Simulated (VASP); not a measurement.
# Se (P1) in VASP: single point with PBE

Aim: the single point of Se with PBE.

Program: VASP 6.6.1. These are calculated values, not measurements. Logs are shortened: lines on timing, memory, paths and dates and some standing lists are left out, and cuts for length are marked.

## Step 1: The cell of the first run

The typed cell holds 3 atoms: a = 4.356 Å, b = 4.412 Å, c = 4.951 Å, α = 90.62°, β = 91.71°, γ = 121.27°.

## Step 2: Single point, PBE (equal xy, yz and zx shear strains of -3 %)

Contents of INCAR:

```
PREC = Accurate
ENCUT = 520
EDIFF = 1E-6
ISMEAR = -1
SIGMA = 0.03
LREAL = F
LASPH = T
NELM = 60
ALGO = Normal
ISIF = 2
LWAVE = F
LCHARG = F
GGA = PE
NBANDS = 16
```

Contents of KPOINTS:

```
Automatic mesh
0
Gamma
  8 8 6
```

Contents of POSCAR:

```
Se
1.0
    4.3551696776     -0.0653275452     -0.0653275452
   -2.2341601525      3.8043513512     -0.0239115411
   -0.0742417500     -0.0742417500      4.9494500000
Se
3
Direct
    0.2170000000      0.0000000000      0.1666666667
    0.0000000000      0.2170000000      0.8333333333
    0.7830000000      0.7830000000      0.5000000000
```

Potentials or basis: VASP PAW PBE potentials, release 64 (Se).

On the command line:

```sh
$ cat potpaw_PBE.64/Se/POTCAR > POTCAR
$ mpirun -np 1 vasp_std > vasp.out
```

OUTCAR:

```text
PREC = Accurate
   ENCUT = 520
   EDIFF = 1E-6
   ISMEAR = -1
   LREAL = F
   LASPH = T
   NELM = 60
   ISIF = 2
   GGA = PE

 ion  position               nearest neighbor table
   1  0.217  0.000  0.167-   2 2.33   3 2.36
   2  0.000  0.217  0.833-   3 2.29   1 2.33
   3  0.783  0.783  0.500-   2 2.29   1 2.36

  LATTYP: Found a triclinic cell.
 ALAT       =     4.2996446414
 B/A-ratio  =     1.0131417463
 C/A-ratio  =     1.1513889900
 COS(alpha) =     0.0297616073
 COS(beta)  =     0.0411893908
 COS(gamma) =     0.4804578458

  Lattice vectors:

 A1 = (   2.1210095251,   3.7390238060,  -0.0892390863)
 A2 = (   4.3551696776,  -0.0653275452,  -0.0653275452)
 A3 = (   0.0742417500,   0.0742417500,  -4.9494500000)

Analysis of symmetry for initial positions (statically):
=====================================================================
 Subroutine PRICEL returns:
 Original cell was already a primitive cell.

 Routine SETGRP: Setting up the symmetry group for a
 triclinic supercell.

 Subroutine GETGRP returns: Found  1 space group operations
 (whereof  1 operations were pure point group operations)
 out of a pool of  2 trial point group operations.

The static configuration has the point symmetry C_1 .

Analysis of symmetry for dynamics (positions and initial velocities):
=====================================================================
 Subroutine PRICEL returns:
 Original cell was already a primitive cell.

 Routine SETGRP: Setting up the symmetry group for a
 triclinic supercell.

 Subroutine GETGRP returns: Found  1 space group operations
 (whereof  1 operations were pure point group operations)
 out of a pool of  2 trial point group operations.

The dynamic configuration has the point symmetry C_1 .

 Subroutine INISYM returns: Found  1 space group operations
 (whereof  1 operations are pure point group operations),
 and found     1 'primitive' translations

----------------------------------------------------------------------------------------

                                     Primitive cell

  volume of cell :      81.2459

  direct lattice vectors                    reciprocal lattice vectors
     4.355169678 -0.065327545 -0.065327545     0.231736830  0.136125475  0.005517935
    -2.234160152  3.804351351 -0.023911541     0.004039408  0.265254489  0.004039408
    -0.074241750 -0.074241750  4.949450000     0.003078198  0.003078198  0.202134997

  length of vectors
     4.356149481  4.411930706  4.950563501     0.268816947  0.265315996  0.202181868

  position of ions in fractional coordinates (direct lattice)
     0.217000000  0.000000000  0.166666667
     0.000000000  0.217000000  0.833333333
     0.783000000  0.783000000  0.500000000

  ion indices of the primitive-cell ions
   primitive index   ion index
                 1           1
                 2           2
                 3           3

----------------------------------------------------------------------------------------

 KPOINTS: Automatic mesh

Automatic generation of k-mesh.
 Grid dimensions read from file:
 generate k-points for:    8    8    6

 Generating k-lattice:

  Cartesian coordinates                     Fractional coordinates (reciprocal lattice)
     0.028967104  0.017015684  0.000689742     0.125000000  0.000000000  0.000000000
     0.000504926  0.033156811  0.000504926     0.000000000  0.125000000  0.000000000
     0.000513033  0.000513033  0.033689166     0.000000000 -0.000000000  0.166666667

  Length of vectors
     0.033602118  0.033164499  0.033696978

  Shift w.r.t. Gamma in fractional coordinates (k-lattice)
     0.000000000  0.000000000  0.000000000

 Subroutine IBZKPT returns following result:
 ===========================================

 Found    196 irreducible k-points:

 Following reciprocal coordinates:
            Coordinates               Weight
  0.000000  0.000000  0.000000      1.000000
  0.125000 -0.000000  0.000000      2.000000
  0.250000 -0.000000  0.000000      2.000000
  0.375000  0.000000  0.000000      2.000000
  0.500000 -0.000000  0.000000      1.000000
  0.000000  0.125000 -0.000000      2.000000
[... 16 lines left out ...]
  0.125000  0.375000  0.000000      2.000000
  0.250000  0.375000 -0.000000      2.000000
 [... further k-points ...]
   k-points           NKPTS =    196   k-points in BZ     NKDIM =    196   number of bands    NBANDS=     16
   number of dos      NEDOS =    301   number of ions     NIONS =      3
   total plane-waves  NPLWV =  46080
   dimension x,y,z NGX =    32 NGY =   36 NGZ =   40
   dimension x,y,z NGXF=    64 NGYF=   72 NGZF=   80
   ions per type =               3
   NGX,Y,Z   is equivalent  to a cutoff of  12.21, 13.57, 13.43 a.u.
   NGXF,Y,Z  is equivalent  to a cutoff of  24.42, 27.13, 26.86 a.u.
 SYSTEM =  unknown system
   PREC   = accura    normal or accurate (medium, high low for compatibility)
   ISTART =      0    job   : 0-new  1-cont  2-samecut
   ICHARG =      2    charge: 1-file 2-atom 10-const
   ISPIN  =      1    spin polarized calculation?
   LNONCOLLINEAR =      F non collinear calculations
   LSORBIT =      F    spin-orbit coupling
   LASPH  =      T    aspherical Exc in radial PAW
   ENCUT  =  520.0 eV  38.22 Ry    6.18 a.u.   8.10  8.20  9.20*2*pi/ulx,y,z
   NELM   =     60;   NELMIN=  2; NELMDL= -5     # of ELM steps
   EDIFF  = 0.1E-05   stopping-criterion for ELM
   LREAL  =      F    real-space projection
   EDIFFG = 0.1E-04   stopping-criterion for IOM
   NSW    =      0    number of steps for IOM
   IBRION =     -1    ionic relax: 0-MD 1-quasi-New 2-CG
   NFREE  =      0    steps in history (QN), initial steepest desc. (CG)
   ISIF   =      2    stress and relaxation
   ISYM   =      2    0-nonsym 1-usesym 2-fastsym
   POTIM  = 0.5000    time-step for ionic-motion
   TEBEG  =    0.0;   TEEND  =   0.0 temperature during run
   PSTRESS=    0.0 pullay stress
   NELECT =      18.0000    total number of electrons
   NUPDOWN=      -1.0000    fix difference up-down
   EMIN   =  10.00;   EMAX   =-10.00  energy-range for DOS
   EFERMI =   0.00;   METHOD = LEGACY
   ISMEAR =    -1;   SIGMA  =   0.03  broadening in eV -4-tet -1-fermi 0-gaus
   EFERMI_NEDOS =   21; number of points for ismear=-14 and -15
   IALGO  =     38    algorithm
   IMIX   =      4    mixing-type and parameters
     AMIX     =   0.40;   BMIX     =  1.00
     AMIX_MAG =   1.60;   BMIX_MAG =  1.00
  volume/ion in A,a.u.               =      27.08       182.76
  Fermi-wavevector in a.u.,A,eV,Ry     =   0.990600  1.871963 13.351248  0.981289
  Thomas-Fermi vector in A             =   2.122282
   LORBIT       =      0    0 simple, 1 ext, 2 COOP (PROOUT), +10 PAW based schemes
   GGA     = PE    functional components
   LHFCALC =     F    Hartree Fock is set to
   AEXX    =    0.0000 exact exchange contribution
   IVDW    =     0    specifies the selected vdW correction
   LEPSILON=     F    determine dielectric tensor
   LRPA    =     F    only Hartree local field effects (RPA)
 non-spin polarized calculation
  energy-cutoff  :      520.00
  volume of cell :       81.25
 maximum number of plane-waves:      2205
   NGX = 17   NGY = 17   NGZ = 19

 number of electron      18.0000000 magnetization

 Free energy of the ion-electron system (eV)
  ---------------------------------------------------
  ext. energy  EPLUGINS =         0.00000000
  ---------------------------------------------------
  free energy    TOTEN  =       -10.35183946 eV

  energy without entropy =      -10.35183946  energy(sigma->0) =      -10.35183946

 E-fermi :   3.3122     XC(G=0):  -8.8356

 val. band max:        2.8048084560   @ k =  -0.0000   0.5000   0.5000
 cond. band min:       3.8335722543   @ k =   0.3750   0.3750   0.5000
 fundamental gap:      1.0287637983
 Fermi energy:         3.3121603008

 k-point     1 :       0.0000    0.0000    0.0000
  band No.  band energies     occupation
      1     -13.3951      2.00000
      2      -9.1447      2.00000
      3      -8.9976      2.00000
      4      -1.3149      2.00000
      5      -1.2064      2.00000
      6      -0.9706      2.00000
[... 8 lines left out ...]
     15       9.2218      0.00000
     16      11.0482      0.00000

 k-point     2 :       0.1250   -0.0000    0.0000
  band No.  band energies     occupation
      1     -13.3380      2.00000
      2      -9.1901      2.00000
      3      -8.9891      2.00000
      4      -1.6719      2.00000
      5      -1.4597      2.00000
      6      -0.8742      2.00000
[... 8 lines left out ...]
     15       9.6812      0.00000
     16      11.1389      0.00000

 k-point     3 :       0.2500   -0.0000    0.0000
  band No.  band energies     occupation
      1     -13.1901      2.00000
      2      -9.3241      2.00000
      3      -8.9626      2.00000
      4      -2.1968      2.00000
      5      -1.7847      2.00000
      6      -0.8846      2.00000
[... 8 lines left out ...]
     15      10.5386      0.00000
     16      11.6834      0.00000

 k-point     4 :       0.3750    0.0000    0.0000
  band No.  band energies     occupation
      1     -13.0249      2.00000
      2      -9.4906      2.00000
      3      -8.9334      2.00000
      4      -2.4871      2.00000
      5      -2.0384      2.00000
      6      -0.8579      2.00000
[... 8 lines left out ...]
     15      11.5282      0.00000
     16      12.6745      0.00000
[... 324 lines left out ...]
 k-point    22 :       0.0000    0.3750    0.0000
  band No.  band energies     occupation
      1     -13.0310      2.00000
      2      -9.3476      2.00000
      3      -9.1147      2.00000
      4      -2.5813      2.00000
      5      -1.9918      2.00000
      6      -0.8117      2.00000
[... 8 lines left out ...]
     15      11.6135      0.00000
     16      12.3107      0.00000

 k-point    23 :       0.1250    0.3750    0.0000
  band No.  band energies     occupation
      1     -12.9578      2.00000
      2      -9.3870      2.00000
      3      -9.1475      2.00000
      4      -2.6017      2.00000
      5      -2.1559      2.00000
      6      -0.6366      2.00000
[... 8 lines left out ...]
     15      11.9058      0.00000
     16      12.4681      0.00000

 k-point    24 :       0.2500    0.3750   -0.0000
  band No.  band energies     occupation
      1     -12.9125      2.00000
      2      -9.3281      2.00000
      3      -9.2579      2.00000
      4      -2.5199      2.00000
      5      -2.3412      2.00000
      6      -0.3584      2.00000
[... 8 lines left out ...]
     15      11.1246      0.00000
     16      12.1973      0.00000

 [... further k-points ...]
[... 5 lines left out ...]
  --------------------------------------------------------------------------------------
  -------------------------------------------------------------------------------------
  Total        2.0473882      2.8574882      3.9238383     -0.1806737      0.8768400      0.4199042
  in kB       40.3746928     56.3499423     77.3784685     -3.5629022     17.2913692      8.2805516
  external PRESSURE =      58.0343678 kB  Pullay stress =       0.0000000 kB

 VOLUME and BASIS-vectors are now :
 -----------------------------------------------------------------------------
  energy-cutoff  :      520.00
  volume of cell :       81.25
      direct lattice vectors                 reciprocal lattice vectors
     4.355169678 -0.065327545 -0.065327545     0.231736830  0.136125475  0.005517935
    -2.234160152  3.804351351 -0.023911541     0.004039408  0.265254489  0.004039408
    -0.074241750 -0.074241750  4.949450000     0.003078198  0.003078198  0.202134997

 POSITION                                       TOTAL-FORCE (eV/Angst)
 -----------------------------------------------------------------------------------
      0.93270     -0.02655      0.81073         1.014091     -0.073197      0.249547
     -0.54668      0.76368      4.11935        -0.570326      1.246357      0.282932
      1.62363      2.89053      2.40485        -0.443765     -1.173160     -0.532480
 -----------------------------------------------------------------------------------
    total drift:                               -0.000021      0.000010      0.000012

  FREE ENERGIE OF THE ION-ELECTRON SYSTEM (eV)
  ---------------------------------------------------
  free  energy   TOTEN  =       -10.3518394577 eV

  energy  without entropy=      -10.3518394572  energy(sigma->0) =      -10.35183946
```

It took 5.5 min on 1 thread of Intel Xeon 8259CL, shared host; peak memory 0.34 GiB.

What came out:

| Quantity | Value |
| --- | --- |
| Free energy | -10.3518 eV |
| Pressure | 5.8 GPa |
| Largest force | 1.400 eV/Å |
| Band gap on the k mesh | 1.03 eV (least direct gap 1.14 eV) |

Forces on the atoms (eV/Å):
```
Se   1.014 -0.073  0.250
Se  -0.570  1.246  0.283
Se  -0.444 -1.173 -0.532
```

Stress tensor (GPa, compression positive):
```
 4.04 -0.36  0.83
-0.36  5.63  1.73
 0.83  1.73  7.74
```

Caveat: the cell differs from its parent crystal (equal xy, yz and zx shear strains of -3 %); the cell stands under pressure; forces of over 1 eV/Å act on the atoms, so gaps and moduli don't describe the material at rest.
